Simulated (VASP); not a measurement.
# Se (R-3m) in VASP: notebook

Runs on Se. Level: LDA. Tasks: single point.

Everything below comes from runs of VASP 6.6.1. Logs are shortened: lines on timing, memory, paths and dates and some standing lists are left out, and cuts for length are marked.

## Step 1: The cell of the first run

The structure is trigonal, space group R-3m (No. 166). The conventional cell has a = 3.180 Å, b = 3.180 Å, c = 5.400 Å, α = 90.00°, β = 90.00°, γ = 120.00°. Within 3.4 Å of Se (site symmetry -3m) lie 12 Se at 2.57 to 3.18 Å.

## Step 2: Single point, LDA

INCAR reads:

```
SYSTEM = Se
PREC = Accurate
ENCUT = 520
EDIFF = 1E-6
ISMEAR = -1
SIGMA = 0.1
LREAL = .False.
LASPH = .True.
NELM = 60
ALGO = Normal
ISIF = 2
LWAVE = .False.
LCHARG = .False.
NBANDS = 13
```

KPOINTS reads:

```
Automatic mesh
0
Gamma
  13 13 13
  0 0 0
```

POSCAR reads:

```
Se
1.0
    1.5898986938     -0.9179284389      3.6000046022
    0.0000000000      1.8358568777      3.6000046022
   -1.5898986938     -0.9179284389      3.6000046022
Se
2
Direct
    0.2499999625      0.2499999625      0.2499999625
   -0.2499999625     -0.2499999625     -0.2499999625
```

Potentials or basis: VASP PAW LDA potentials, release 64 (Se).

Launch:

```bash
> cat potpaw_LDA.64/Se/POTCAR > POTCAR
> mpirun -np 1 vasp_std > vasp.out
```

OUTCAR:

```text
SYSTEM = Se
   PREC = Accurate
   ENCUT = 520
   EDIFF = 1E-6
   ISMEAR = -1
   LREAL = .False.
   LASPH = .True.
   NELM = 60
   ISIF = 2

 ion  position               nearest neighbor table
   1  0.250  0.250  0.250-   2 2.57   2 2.57   2 2.57   2 2.57   2 2.57   2 2.57
   2  0.750  0.750  0.750-   1 2.57   1 2.57   1 2.57   1 2.57   1 2.57   1 2.57

  LATTYP: Found a trigonal (rhomboedric) cell.
 ALAT       =     4.0410894090
 COS(alpha) =     0.6904206513

  Lattice vectors:

 A1 = (   1.5898986938,  -0.9179284389,   3.6000046022)
 A2 = (   0.0000000000,   1.8358568777,   3.6000046022)
 A3 = (  -1.5898986938,  -0.9179284389,   3.6000046022)

Analysis of symmetry for initial positions (statically):
=====================================================================
 Subroutine PRICEL returns following result:

  LATTYP: Found a trigonal (rhomboedric) cell.
 ALAT       =     2.5710651185
 COS(alpha) =     0.2352090361

  Lattice vectors:

 A1 = (  -1.5898986938,  -0.9179284388,  -1.8000014911)
 A2 = (   0.0000000000,   1.8358568778,  -1.8000014911)
 A3 = (   1.5898986938,  -0.9179284388,  -1.8000031111)

   2 primitive cells build up your supercell.

 Routine SETGRP: Setting up the symmetry group for a
 trigonal (rhombohedral) supercell.

 Subroutine GETGRP returns: Found 12 space group operations
 (whereof 12 operations were pure point group operations)
 out of a pool of 12 trial point group operations.

The static configuration has the point symmetry D_3d.

Analysis of symmetry for dynamics (positions and initial velocities):
=====================================================================
 Subroutine PRICEL returns following result:

  LATTYP: Found a trigonal (rhomboedric) cell.
 ALAT       =     2.5710651185
 COS(alpha) =     0.2352090361

  Lattice vectors:

 A1 = (  -1.5898986938,  -0.9179284388,  -1.8000014911)
 A2 = (   0.0000000000,   1.8358568778,  -1.8000014911)
 A3 = (   1.5898986938,  -0.9179284388,  -1.8000031111)

   2 primitive cells build up your supercell.

 Routine SETGRP: Setting up the symmetry group for a
 trigonal (rhombohedral) supercell.

 Subroutine GETGRP returns: Found 12 space group operations
 (whereof 12 operations were pure point group operations)
 out of a pool of 12 trial point group operations.

The dynamic configuration has the point symmetry D_3d.

 Subroutine INISYM returns: Found 12 space group operations
 (whereof 12 operations are pure point group operations),
 and found     2 'primitive' translations

----------------------------------------------------------------------------------------
[... 97 lines left out ...]
   ISIF   =      2    stress and relaxation
   ISYM   =      2    0-nonsym 1-usesym 2-fastsym
   POTIM  = 0.5000    time-step for ionic-motion
   TEBEG  =    0.0;   TEEND  =   0.0 temperature during run
   PSTRESS=    0.0 pullay stress
   NELECT =      12.0000    total number of electrons
   NUPDOWN=      -1.0000    fix difference up-down
   EMIN   =  10.00;   EMAX   =-10.00  energy-range for DOS
   EFERMI =   0.00;   METHOD = LEGACY
   ISMEAR =    -1;   SIGMA  =   0.10  broadening in eV -4-tet -1-fermi 0-gaus
   EFERMI_NEDOS =   21; number of points for ismear=-14 and -15
   IALGO  =     38    algorithm
   IMIX   =      4    mixing-type and parameters
     AMIX     =   0.40;   BMIX     =  1.00
     AMIX_MAG =   1.60;   BMIX_MAG =  1.00
  volume/ion in A,a.u.               =      15.76       106.37
  Fermi-wavevector in a.u.,A,eV,Ry     =   1.186473  2.242108 19.153156  1.407717
  Thomas-Fermi vector in A             =   2.322645
   LORBIT       =      0    0 simple, 1 ext, 2 COOP (PROOUT), +10 PAW based schemes
   GGA     = CA    functional components
   LHFCALC =     F    Hartree Fock is set to
   AEXX    =    0.0000 exact exchange contribution
   IVDW    =     0    specifies the selected vdW correction
   LEPSILON=     F    determine dielectric tensor
   LRPA    =     F    only Hartree local field effects (RPA)
 non-spin polarized calculation
  energy-cutoff  :      520.00
  volume of cell :       31.52
 maximum number of plane-waves:       858
 NGX is ok and might be reduce to    30
   NGX = 15   NGY = 15   NGZ = 15

 number of electron      12.0000002 magnetization

 Free energy of the ion-electron system (eV)
  ---------------------------------------------------
  ext. energy  EPLUGINS =         0.00000000
  ---------------------------------------------------
  free energy    TOTEN  =        -7.13091160 eV

  energy without entropy =       -7.10424026  energy(sigma->0) =       -7.11757593

 E-fermi :   9.4684     XC(G=0): -11.8396

 val. band max:        9.4643731857   @ k =  -0.2308   0.3077   0.2308
 cond. band min:       9.4926044243   @ k =   0.3077   0.2308   0.2308
 fundamental gap:      0.0282312386
 Fermi energy:         9.4684137473

 k-point     1 :       0.0000    0.0000    0.0000
  band No.  band energies     occupation
      1      -9.8977      2.00000
      2      -0.3485      2.00000
      3       1.6978      2.00000
      4       7.5092      2.00000
      5       7.5092      2.00000
      6      11.8791      0.00000
      7      11.8791      0.00000
      8      13.7801      0.00000
      9      13.8947      0.00000
     10      16.7172      0.00000
     11      16.7172      0.00000
     12      18.1557      0.00000
     13      18.1557      0.00000
[... 354 lines left out ...]
  band No.  band energies     occupation
      1      -6.6772      2.00000
      2      -3.8015      2.00000
      3       2.5091      2.00000
      4       4.1485      2.00000
      5       4.8213      2.00000
      6       7.4562      2.00000
      7       9.5522      0.60413
      8      10.3680      0.00025
      9      17.0637      0.00000
     10      17.7737      0.00000
     11      19.3391      0.00000
     12      24.8585      0.00000
     13      25.3029      0.00000

 [... further k-points ...]
[... 5 lines left out ...]
  --------------------------------------------------------------------------------------
  -------------------------------------------------------------------------------------
  Total        7.1877646      7.1877646      7.2686536     -0.0000000     -0.0000000      0.0000000
  in kB      365.3186517    365.3186517    369.4298385     -0.0000000     -0.0000000      0.0000000
  external PRESSURE =     366.6890473 kB  Pullay stress =       0.0000000 kB

 VOLUME and BASIS-vectors are now :
 -----------------------------------------------------------------------------
  energy-cutoff  :      520.00
  volume of cell :       31.52
      direct lattice vectors                 reciprocal lattice vectors
     1.589898694 -0.917928439  3.600004602     0.314485446 -0.181568257  0.092592474
     0.000000000  1.835856878  3.600004602     0.000000000  0.363136514  0.092592474
    -1.589898694 -0.917928439  3.600004602    -0.314485446 -0.181568257  0.092592474

 POSITION                                       TOTAL-FORCE (eV/Angst)
 -----------------------------------------------------------------------------------
      0.00000     -0.00000      2.70000         0.000000      0.000000      0.000000
      0.00000     -0.00000      8.10001         0.000000      0.000000     -0.000000
 -----------------------------------------------------------------------------------
    total drift:                               -0.000000      0.000000     -0.000000

  FREE ENERGIE OF THE ION-ELECTRON SYSTEM (eV)
  ---------------------------------------------------
  free  energy   TOTEN  =        -7.1309116025 eV

  energy  without entropy=       -7.1042402611  energy(sigma->0) =       -7.11757593
```

OSZICAR:

```text
N       E                     dE             d eps       ncg     rms          rms(c)
DAV:   1     0.481629545883E+02    0.48163E+02   -0.55928E+03  6006   0.824E+02
DAV:   2    -0.483572216613E+01   -0.52999E+02   -0.49626E+02  7966   0.144E+02
DAV:   3    -0.714432740390E+01   -0.23086E+01   -0.22925E+01  7794   0.312E+01
DAV:   4    -0.715328514129E+01   -0.89577E-02   -0.89552E-02  6784   0.221E+00
DAV:   5    -0.715330584805E+01   -0.20707E-04   -0.20706E-04  7661   0.109E-01    0.962E+00
DAV:   6    -0.713819343511E+01    0.15112E-01   -0.31946E-03  6731   0.352E-01    0.580E+00
DAV:   7    -0.713098490848E+01    0.72085E-02   -0.56973E-03  6951   0.487E-01    0.646E-02
DAV:   8    -0.713091265857E+01    0.72250E-04   -0.17326E-04  7266   0.854E-02    0.181E-02
DAV:   9    -0.713091169188E+01    0.96669E-06   -0.15080E-05  7371   0.219E-02    0.591E-03
DAV:  10    -0.713091160252E+01    0.89358E-07   -0.73174E-07  4483   0.528E-03
   1 F= -.71309116E+01 E0= -.71175759E+01  d E =-.266713E-01
```

Wall time 94 s (1 thread of Intel Xeon Platinum 8375C at 2.90GHz (Ice Lake), shared host); peak memory 0.2 GiB.

What came out:

- Free energy: -7.1309 eV
- Pressure: 36.7 GPa
- Band gap on the k mesh: zero (band 6 reaches 12.05 eV, above the bottom of band 7 at 6.01 eV)

## Step 3: Single point, LDA

INCAR reads:

```
SYSTEM = Se
  PREC = Accurate
  ENCUT = 520
  EDIFF = 1E-7
  ISMEAR = -1
  SIGMA = 0.1
  LREAL = .FALSE.
  LASPH = .TRUE.
  NELM = 80
  ALGO = Normal
  ISIF = 2
  LWAVE = .FALSE.
  LCHARG = .FALSE.
  GGA = CA
  NBANDS = 13
```

KPOINTS reads:

```
Automatic mesh
0
G
  13 13 13
  0 0 0
```

POSCAR reads:

```
Se
1.0
    1.5898986938     -0.9179284389      3.6000046022
    0.0000000000      1.8358568777      3.6000046022
   -1.5898986938     -0.9179284389      3.6000046022
Se
2
Direct
    0.2500000000      0.2500000000      0.2500000000
   -0.2500000000     -0.2500000000     -0.2500000000
```

Potentials or basis: VASP PAW LDA potentials, release 64 (Se).

Launch:

```bash
> cat potpaw_LDA.64/Se/POTCAR > POTCAR
> mpirun -np 1 vasp_std > vasp.out
```

OUTCAR:

```text
SYSTEM = Se
   PREC = Accurate
   ENCUT = 520
   EDIFF = 1E-7
   ISMEAR = -1
   LREAL = .FALSE.
   LASPH = .TRUE.
   NELM = 80
   ISIF = 2
   GGA = CA

 ion  position               nearest neighbor table
   1  0.250  0.250  0.250-   2 2.57   2 2.57   2 2.57   2 2.57   2 2.57   2 2.57
   2  0.750  0.750  0.750-   1 2.57   1 2.57   1 2.57   1 2.57   1 2.57   1 2.57

  LATTYP: Found a trigonal (rhomboedric) cell.
 ALAT       =     4.0410894090
 COS(alpha) =     0.6904206513

  Lattice vectors:

 A1 = (   1.5898986938,  -0.9179284389,   3.6000046022)
 A2 = (   0.0000000000,   1.8358568777,   3.6000046022)
 A3 = (  -1.5898986938,  -0.9179284389,   3.6000046022)

Analysis of symmetry for initial positions (statically):
=====================================================================
 Subroutine PRICEL returns following result:

  LATTYP: Found a trigonal (rhomboedric) cell.
 ALAT       =     2.5710656855
 COS(alpha) =     0.2352093735

  Lattice vectors:

 A1 = (   1.5898986938,   0.9179284389,   1.8000023011)
 A2 = (  -1.5898986938,   0.9179284389,   1.8000023011)
 A3 = (   0.0000000000,  -1.8358568777,   1.8000023011)

   2 primitive cells build up your supercell.

 Routine SETGRP: Setting up the symmetry group for a
 trigonal (rhombohedral) supercell.

 Subroutine GETGRP returns: Found 12 space group operations
 (whereof 12 operations were pure point group operations)
 out of a pool of 12 trial point group operations.

The static configuration has the point symmetry D_3d.

Analysis of symmetry for dynamics (positions and initial velocities):
=====================================================================
 Subroutine PRICEL returns following result:

  LATTYP: Found a trigonal (rhomboedric) cell.
 ALAT       =     2.5710656855
 COS(alpha) =     0.2352093735
[... 132 lines left out ...]
   IMIX   =      4    mixing-type and parameters
     AMIX     =   0.40;   BMIX     =  1.00
     AMIX_MAG =   1.60;   BMIX_MAG =  1.00
  volume/ion in A,a.u.               =      15.76       106.37
  Fermi-wavevector in a.u.,A,eV,Ry     =   1.186473  2.242108 19.153156  1.407717
  Thomas-Fermi vector in A             =   2.322645
   LORBIT       =      0    0 simple, 1 ext, 2 COOP (PROOUT), +10 PAW based schemes
   GGA     = CA    functional components
   LHFCALC =     F    Hartree Fock is set to
   AEXX    =    0.0000 exact exchange contribution
   IVDW    =     0    specifies the selected vdW correction
   LEPSILON=     F    determine dielectric tensor
   LRPA    =     F    only Hartree local field effects (RPA)
 non-spin polarized calculation
  energy-cutoff  :      520.00
  volume of cell :       31.52
 maximum number of plane-waves:       858
 NGX is ok and might be reduce to    30
   NGX = 15   NGY = 15   NGZ = 15

 number of electron      12.0000002 magnetization

 Free energy of the ion-electron system (eV)
  ---------------------------------------------------
  ext. energy  EPLUGINS =         0.00000000
  ---------------------------------------------------
  free energy    TOTEN  =        -7.13091160 eV

  energy without entropy =       -7.10424026  energy(sigma->0) =       -7.11757593

 E-fermi :   9.4684     XC(G=0): -11.8396

 val. band max:        9.4643731855   @ k =  -0.2308   0.3077   0.2308
 cond. band min:       9.4926044238   @ k =   0.3077   0.2308   0.2308
 fundamental gap:      0.0282312383
 Fermi energy:         9.4684137472

 k-point     1 :       0.0000    0.0000    0.0000
  band No.  band energies     occupation
      1      -9.8977      2.00000
      2      -0.3485      2.00000
      3       1.6978      2.00000
      4       7.5092      2.00000
      5       7.5092      2.00000
      6      11.8791      0.00000
      7      11.8791      0.00000
      8      13.7801      0.00000
      9      13.8947      0.00000
     10      16.7172      0.00000
     11      16.7172      0.00000
     12      18.1557      0.00000
     13      18.1557      0.00000
[... 354 lines left out ...]
  band No.  band energies     occupation
      1      -6.6772      2.00000
      2      -3.8015      2.00000
      3       2.5091      2.00000
      4       4.1485      2.00000
      5       4.8213      2.00000
      6       7.4562      2.00000
      7       9.5522      0.60413
      8      10.3680      0.00025
      9      17.0637      0.00000
     10      17.7737      0.00000
     11      19.3391      0.00000
     12      24.8585      0.00000
     13      25.3029      0.00000

 [... further k-points ...]
[... 5 lines left out ...]
  --------------------------------------------------------------------------------------
  -------------------------------------------------------------------------------------
  Total        7.1877027      7.1877027      7.2683949      0.0000000     -0.0000000      0.0000000
  in kB      365.3155042    365.3155042    369.4166907      0.0000000     -0.0000000      0.0000000
  external PRESSURE =     366.6825664 kB  Pullay stress =       0.0000000 kB

 VOLUME and BASIS-vectors are now :
 -----------------------------------------------------------------------------
  energy-cutoff  :      520.00
  volume of cell :       31.52
      direct lattice vectors                 reciprocal lattice vectors
     1.589898694 -0.917928439  3.600004602     0.314485446 -0.181568257  0.092592474
     0.000000000  1.835856878  3.600004602     0.000000000  0.363136514  0.092592474
    -1.589898694 -0.917928439  3.600004602    -0.314485446 -0.181568257  0.092592474

 POSITION                                       TOTAL-FORCE (eV/Angst)
 -----------------------------------------------------------------------------------
      0.00000     -0.00000      2.70000         0.000000     -0.000000     -0.000000
      0.00000     -0.00000      8.10001        -0.000000      0.000000      0.000000
 -----------------------------------------------------------------------------------
    total drift:                                0.000000     -0.000000      0.000000

  FREE ENERGIE OF THE ION-ELECTRON SYSTEM (eV)
  ---------------------------------------------------
  free  energy   TOTEN  =        -7.1309116031 eV

  energy  without entropy=       -7.1042402617  energy(sigma->0) =       -7.11757593
```

stdout:

```text
POSCAR found type information on POSCAR Se
 POSCAR found :  1 types and       2 ions
 scaLAPACK will be used
 LDA part: xc-table for (Slater(with rela. corr.)+CA(PZ))
 , standard interpolation
 POSCAR, INCAR and KPOINTS ok, starting setup
 FFT: planning ... GRIDC
 FFT: planning ... GRID_SOFT
 FFT: planning ... GRID
 WAVECAR not read
 entering main loop
```

It took 1.7 min on 1 thread of Intel Xeon Platinum 8375C at 2.90GHz (Ice Lake), shared host; peak memory 0.2 GiB.

Results:

| Property | Result |
| --- | --- |
| Free energy | -7.1309 eV |
| Pressure | 36.7 GPa |
| Band gap on the k mesh | zero (band 6 reaches 12.05 eV, above the bottom of band 7 at 6.01 eV) |
